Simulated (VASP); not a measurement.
A run of VASP 6.6.1 is set up as follows.

File INCAR:

```
PREC = Accurate
ENCUT = 520
EDIFF = 1E-7
ISMEAR = 0
SIGMA = 0.02
LREAL = False
LASPH = True
NELM = 80
ALGO = Normal
ISIF = 2
LWAVE = False
LCHARG = True
GGA = PE
LELF = True
LVHAR = True
NBANDS = 11
```

Contents of KPOINTS:

```
regular mesh
0
Gamma
  8 8 8
```

File POSCAR:

```
BeTe
1.0
    0.0000000000      2.7137398221      2.7137398221
    2.7137398221      0.0000000000      2.7137398221
    2.7137398221      2.7137398221      0.0000000000
Be Te
1 1
Direct
    0.0000000000      0.0000000000      0.0000000000
    0.2500000000      0.2500000000      0.2500000000
```

Potentials or basis: VASP PAW PBE potentials, release 64 (Be, Te).

Run with:

```sh
$ cat potpaw_PBE.64/Be/POTCAR potpaw_PBE.64/Te/POTCAR > POTCAR
$ mpirun -np 1 vasp_std > vasp.out
```

Q: Estimate the pressure.

A: 9.5 GPa.

Q: Predict the band gap on the k mesh.

A: 1.68 eV, indirect (least direct gap 3.50 eV).

Caveat: spin-orbit coupling is left out, which moves the levels of the heavy elements. A k mesh can miss the band edges.
